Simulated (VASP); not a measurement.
Here is a VASP 6.6.1 calculation.

Contents of INCAR:

```
  PREC = Accurate
  ENCUT = 600
  EDIFF = 1E-6
  ISMEAR = -1
  SIGMA = 0.1
  LREAL = False
  LASPH = True
  NELM = 120
  ALGO = Normal
  ISIF = 2
  LWAVE = False
  LCHARG = False
  GGA = RP
  NBANDS = 14
  GGA_COMPAT = False
```

KPOINTS

```
regular mesh
0
Gamma
  15 15 15
```

Contents of POSCAR:

```
Fe
1.0
    2.2252782311      0.0000000000      0.0000000000
    0.0000000000      2.2252782311      0.0000000000
    0.0000000000      0.0000000000      2.2252782311
Fe
1
Direct
    0.0000000000      0.0000000000      0.0000000000
```

Potentials or basis: VASP PAW PBE potentials, release 64 (Fe_sv).

Run with:

```console
$ cat potpaw_PBE.64/Fe_sv/POTCAR > POTCAR
$ mpirun -np 1 vasp_std > vasp.out
```

Question: Predict the band gap on the k mesh.

Answer: Zero (band 8 reaches 15.22 eV, above the bottom of band 9 at 12.28 eV).

Question: What does it give for the pressure?

Answer: 15.3 GPa.

Caveat: the PAW data sets were made with another functional, which shifts forces and pressure a little; the run has no spin polarisation, though such a crystal can be magnetic. Spin polarisation is off, so any magnetic state and its effect on volume and gap are missing.
